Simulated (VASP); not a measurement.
# ZrB2 in VASP: notebook, part 3 of 3

VASP 6.6.1. The steps go on from the part before.

## (4) Single point, PBE+D3(BJ)

This run uses another cell than the first one, of 13.15 Å³/atom, 1.198 times its volume.

Input file INCAR:

```
PREC = Accurate
ENCUT = 520
EDIFF = 1E-6
ISMEAR = -1
SIGMA = 0.2
LREAL = F
LASPH = T
NELM = 60
ALGO = Normal
ISIF = 2
LWAVE = F
LCHARG = T
GGA = PE
IVDW = 12
LELF = T
LVHAR = T
NBANDS = 27
```

Input file KPOINTS:

```
Automatic mesh
0
Gamma
  6 6 3
```

Input file POSCAR:

```
ZrB2
1.0
    3.1700000000      0.0000000000      0.0000000000
   -1.5850000000      2.7453005300      0.0000000000
    0.0000000000      0.0000000000      9.0660000000
Zr B
2 4
Direct
    0.0000000000      0.0000000000      0.0000000000
    0.0000000000      0.0000000000      0.3896977719
    0.3333333333      0.6666666667      0.1948488859
    0.6666666667      0.3333333333      0.1948488859
    0.3333333333      0.6666666667      0.5845466578
    0.6666666667      0.3333333333      0.5845466578
```

Potentials or basis: VASP PAW PBE potentials, release 64 (Zr_sv, B).

On the command line:

```bash
cat potpaw_PBE.64/Zr_sv/POTCAR potpaw_PBE.64/B/POTCAR > POTCAR
mpirun -np 1 vasp_std > vasp.out
```

OUTCAR:

```text
PREC = Accurate
   ENCUT = 520
   EDIFF = 1E-6
   ISMEAR = -1
   LREAL = F
   LASPH = T
   NELM = 60
   ISIF = 2
   GGA = PE
   IVDW = 12
 IVDW          = 12

 ion  position               nearest neighbor table
   1  0.000  0.000  0.000-   3 2.54   4 2.54   4 2.54   3 2.54   4 2.54   3 2.54   2 3.53
   2  0.000  0.000  0.390-   5 2.54   6 2.54   6 2.54   5 2.54   6 2.54   5 2.54   3 2.54   4 2.54
                             3 2.54   4 2.54   4 2.54   3 2.54   1 3.53
   3  0.333  0.667  0.195-   4 1.83   4 1.83   4 1.83   1 2.54   1 2.54   1 2.54   2 2.54   2 2.54
                             2 2.54
   4  0.667  0.333  0.195-   3 1.83   3 1.83   3 1.83   1 2.54   1 2.54   1 2.54   2 2.54   2 2.54
                             2 2.54
   5  0.333  0.667  0.585-   6 1.83   6 1.83   6 1.83   2 2.54   2 2.54   2 2.54
   6  0.667  0.333  0.585-   5 1.83   5 1.83   5 1.83   2 2.54   2 2.54   2 2.54

  LATTYP: Found a hexagonal cell.
 ALAT       =     3.1700000000
 C/A-ratio  =     2.8599369085

  Lattice vectors:

 A1 = (   3.1700000000,   0.0000000000,   0.0000000000)
 A2 = (  -1.5850000000,   2.7453005300,   0.0000000000)
 A3 = (   0.0000000000,   0.0000000000,   9.0660000000)

Analysis of symmetry for initial positions (statically):
=====================================================================
 Subroutine PRICEL returns:
 Original cell was already a primitive cell.

 Routine SETGRP: Setting up the symmetry group for a
 hexagonal supercell.

 Subroutine GETGRP returns: Found 12 space group operations
 (whereof 12 operations were pure point group operations)
 out of a pool of 24 trial point group operations.

The static configuration has the point symmetry C_6v.

Analysis of symmetry for dynamics (positions and initial velocities):
=====================================================================
 Subroutine PRICEL returns:
[... 126 lines left out ...]
     AMIX_MAG =   1.60;   BMIX_MAG =  1.00
  volume/ion in A,a.u.               =      13.15        88.74
  Fermi-wavevector in a.u.,A,eV,Ry     =   1.260339  2.381695 21.612234  1.588454
  Thomas-Fermi vector in A             =   2.393854
   LORBIT       =      0    0 simple, 1 ext, 2 COOP (PROOUT), +10 PAW based schemes
   GGA     = PE    functional components
   LHFCALC =     F    Hartree Fock is set to
   AEXX    =    0.0000 exact exchange contribution
   IVDW    =    12    specifies the selected vdW correction
   LEPSILON=     F    determine dielectric tensor
   LRPA    =     F    only Hartree local field effects (RPA)
 non-spin polarized calculation
  energy-cutoff  :      520.00
  volume of cell :       78.90
 maximum number of plane-waves:      2148
 NGX is ok and might be reduce to    24
   NGX = 11   NGY = 11   NGZ = 33

 number of electron      35.9999999 magnetization

 Free energy of the ion-electron system (eV)
  ---------------------------------------------------
  ext. energy  EPLUGINS =         0.00000000
  ---------------------------------------------------
  free energy    TOTEN  =       -46.50874189 eV

  energy without entropy =      -46.24500382  energy(sigma->0) =      -46.37687285

 E-fermi :   7.1423     XC(G=0): -10.9390

 val. band max:        7.0376042126   @ k =   0.1667   0.0000   0.0000
 cond. band min:       7.3183132556   @ k =   0.3333   0.3333   0.0000
 fundamental gap:      0.2807090429
 Fermi energy:         7.1422621237

 k-point     1 :       0.0000    0.0000    0.0000
  band No.  band energies     occupation
      1     -41.9043      2.00000
      2     -41.1509      2.00000
      3     -20.1975      2.00000
      4     -19.4738      2.00000
      5     -19.4541      2.00000
      6     -19.4541      2.00000
[... 409 lines left out ...]
     26      13.5802      0.00000
     27      13.7546      0.00000

------------------------ aborting loop because EDIFF is reached ----------------------------------------

 Edisp (eV)   -1.85755

 E8    (eV) :    -0.8220

  FORCE on cell =-STRESS in cart. coord.  units (eV):
  Direction    XX          YY          ZZ          XY          YZ          ZX
  --------------------------------------------------------------------------------------
  -------------------------------------------------------------------------------------
  Total      -3.91927    -3.91927    -7.63962     0.00000     0.00000    -0.00000
  in kB     -79.58855   -79.58855  -155.13767     0.00000     0.00000    -0.00000
  external pressure =     -104.77 kB  Pullay stress =        0.00 kB

 VOLUME and BASIS-vectors are now :
 -----------------------------------------------------------------------------
  energy-cutoff  :      520.00
  volume of cell :       78.90
      direct lattice vectors                 reciprocal lattice vectors
     3.170000000  0.000000000  0.000000000     0.315457413  0.182129422  0.000000000
    -1.585000000  2.745300530  0.000000000     0.000000000  0.364258845  0.000000000
     0.000000000  0.000000000  9.066000000     0.000000000  0.000000000  0.110302228

 POSITION                                       TOTAL-FORCE (eV/Angst)
 -----------------------------------------------------------------------------------
      0.00000      0.00000      0.00000        -0.000000      0.000000     -0.223806
      0.00000      0.00000      3.53300        -0.000000     -0.000000      0.907037
     -0.00000      1.83020      1.76650        -0.000000      0.000000     -0.332116
      1.58500      0.91510      1.76650         0.000000     -0.000000     -0.332116
     -0.00000      1.83020      5.29950         0.000000      0.000000     -0.009500
      1.58500      0.91510      5.29950        -0.000000     -0.000000     -0.009500
 -----------------------------------------------------------------------------------
    total drift:                               -0.000000     -0.000000     -0.000474

  FREE ENERGIE OF THE ION-ELECTRON SYSTEM (eV)
  ---------------------------------------------------
  free  energy   TOTEN  =       -48.3662952257 eV

  energy  without entropy=      -48.1025571478  energy(sigma->0) =      -48.23442619
```

OSZICAR:

```text
N       E                     dE             d eps       ncg     rms          rms(c)
DAV:   1     0.258820376797E+03    0.25882E+03   -0.18844E+04   756   0.130E+03
DAV:   2    -0.343157442990E+02   -0.29314E+03   -0.28434E+03   870   0.345E+02
DAV:   3    -0.533193438909E+02   -0.19004E+02   -0.18811E+02  1344   0.722E+01
DAV:   4    -0.543527794432E+02   -0.10334E+01   -0.10316E+01  1104   0.141E+01
DAV:   5    -0.543896311737E+02   -0.36852E-01   -0.36848E-01  1176   0.190E+00    0.266E+01
DAV:   6    -0.475769923890E+02    0.68126E+01   -0.52803E+01   974   0.228E+01    0.103E+01
DAV:   7    -0.474112652323E+02    0.16573E+00   -0.27062E+01  1086   0.139E+01    0.718E+00
DAV:   8    -0.464945353839E+02    0.91673E+00   -0.55405E+00  1006   0.671E+00    0.292E+00
DAV:   9    -0.465160415114E+02   -0.21506E-01   -0.32153E-01   999   0.247E+00    0.727E-01
DAV:  10    -0.465083543522E+02    0.76872E-02   -0.79013E-02   992   0.105E+00    0.356E-01
DAV:  11    -0.465085600515E+02   -0.20570E-03   -0.41469E-03   957   0.367E-01    0.147E-01
DAV:  12    -0.465087385264E+02   -0.17847E-03   -0.13304E-03  1065   0.166E-01    0.456E-02
DAV:  13    -0.465087394211E+02   -0.89470E-06   -0.24818E-04   962   0.522E-02    0.119E-02
DAV:  14    -0.465087423774E+02   -0.29563E-05   -0.64688E-05   929   0.257E-02    0.593E-03
DAV:  15    -0.465087417985E+02    0.57895E-06   -0.10256E-05   836   0.102E-02    0.157E-03
DAV:  16    -0.465087418939E+02   -0.95403E-07   -0.94000E-07   521   0.347E-03
   1 F= -.48366295E+02 E0= -.48234426E+02  d E =-.263738E+00
```

stdout:

```text
POSCAR found type information on POSCAR ZrB
 POSCAR found :  2 types and       6 ions
 scaLAPACK will be used
 LDA part: xc-table for (Slater+PW92), standard interpolation
 POSCAR, INCAR and KPOINTS ok, starting setup
 FFT: planning ... GRIDC
 FFT: planning ... GRID_SOFT
 FFT: planning ... GRID
 WAVECAR not read
 entering main loop
```

Run time: 62 s. Hardware: 1 thread of AMD EPYC 7R43 (Zen 3), shared host; peak memory 0.16 GiB.

Results:

- Free energy: -48.3663 eV
- Largest force: 0.907 eV/Å
- Band gap on the k mesh: zero (band 18 reaches 7.88 eV, above the bottom of band 19 at 7.32 eV)
- Dispersion energy per atom: -0.310 eV

Forces in eV/Å, atoms in the order of the input:
```
Zr   0.000  0.000 -0.224
Zr   0.000  0.000  0.907
B    0.000  0.000 -0.332
B    0.000  0.000 -0.332
B    0.000  0.000 -0.009
B    0.000  0.000 -0.009
```

Caveat: the k points lie up to 0.38 Å⁻¹ apart.

## (5) Single point, PBE+D3(BJ)

This run uses another cell than the first one, of 16.05 Å³/atom, 1.463 times its volume.

Input file INCAR:

```
SYSTEM = ZrB2
  ALGO = Normal
  EDIFF = 1E-6
  ENCUT = 520
  GGA = PE
  ISIF = 2
  ISMEAR = -1
  IVDW = 12
  LASPH = .True.
  LCHARG = .False.
  LREAL = .False.
  LWAVE = .False.
  NBANDS = 27
  NELM = 80
  PREC = Accurate
  SIGMA = 0.2
```

Input file KPOINTS:

```
k-points
0
Gamma
  6 6 3
  0 0 0
```

Input file POSCAR:

```
ZrB2
1.0
    3.1700000000      0.0000000000      0.0000000000
   -1.5850000000      2.7453005300      0.0000000000
    0.0000000000      0.0000000000     11.0660000000
Zr B
2 4
Direct
    0.0000000000      0.0000000000      0.0000000000
    0.0000000000      0.0000000000      0.3192662209
    0.3333333333      0.6666666667      0.1596331104
    0.6666666667      0.3333333333      0.1596331104
    0.3333333333      0.6666666667      0.4788993313
    0.6666666667      0.3333333333      0.4788993313
```

On the command line:

```bash
cat potpaw_PBE.64/Zr_sv/POTCAR potpaw_PBE.64/B/POTCAR > POTCAR
mpirun -np 1 vasp_std > vasp.out
```

Run time: 63 s. Hardware: 1 thread of AMD EPYC 7R43 (Zen 3), shared host; peak memory 0.19 GiB.

The run converged. Its results:

```yaml
Free_energy: -47.6372 eV
Largest_force: 0.874 eV/Å
Band_gap_on_the_k_mesh: zero (band 18 reaches 4.89 eV, above the bottom of band 19 at 4.77 eV)
Dispersion_energy_per_atom: -0.277 eV
```

Forces on the atoms (eV/Å):
```
Zr   0.000  0.000  0.680
Zr   0.000  0.000  0.874
B    0.000  0.000 -0.320
B    0.000  0.000 -0.320
B    0.000  0.000 -0.457
B    0.000  0.000 -0.457
```

Levels at points of the mesh, in eV from the Fermi level:
```csv
k point,band 16,band 17,band 18,band 19,band 20,band 21
"(0.00, 0.00, 0.00)",-0.07,-0.07,-0.01,1.17,1.36,1.36
"(0.50, 0.00, 0.00)",-2.10,-1.73,-0.12,0.79,2.20,3.01
```

Caveat: the k points lie up to 0.38 Å⁻¹ apart.

## (6) The runs side by side

```tsv
cell	gap on the mesh (eV)	largest force (eV/Å)
a = 3.170, b = 3.170, c = 7.566 Å, angles 90.0, 90.0, 120.0°, 6 atoms	none	1.80
a = 3.170, b = 3.170, c = 8.066 Å, angles 90.0, 90.0, 120.0°, 6 atoms	none	1.44
a = 3.170, b = 3.170, c = 9.066 Å, angles 90.0, 90.0, 120.0°, 6 atoms	none	0.91
a = 3.170, b = 3.170, c = 11.066 Å, angles 90.0, 90.0, 120.0°, 6 atoms	none	0.87
```

Alike in all rows: task single point; level PBE+D3(BJ); potentials or basis VASP PAW PBE potentials, release 64 (Zr_sv, B); no spin polarisation; k mesh 6 × 6 × 3; cutoff (eV) 520; smearing fermi-dirac 0.2 eV.

Caveats: all runs use coarse meshes.

Total energies depend on the potentials used, so only differences within one code and one set of settings carry meaning.
